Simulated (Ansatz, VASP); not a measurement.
# Two plane-wave programs on KF

```
CELL_PARAMETERS angstrom
0.00000 2.75544 2.75544
2.75544 0.00000 2.75544
2.75544 2.75544 0.00000
ATOMIC_POSITIONS crystal
K 0.00000 0.00000 0.00000
F 0.50000 0.50000 0.50000
```

Alike in both runs: task single point; functional RPBE; k mesh 8 × 8 × 8; occupations gaussian, width 0.05 eV; no spin polarisation.

```csv
,VASP,Ansatz
version,VASP 6.6.1,Ansatz 0.2.0
potentials or method,"VASP PAW PBE potentials, release 64 (K_sv, F), cutoff 520 eV","scalar-relativistic, plane waves, PAW"
valence electrons in the cell,16,16
```

```csv
,VASP,Ansatz,Ansatz less VASP
gap on the k mesh at the Fermi level (eV),6.02,6.03,+0.011
least direct gap on the mesh (eV),6.02,6.03,+0.011
pressure (GPa),1.0,1.0,+0.02
```

VASP's potentials were made for PBE, not for RPBE.
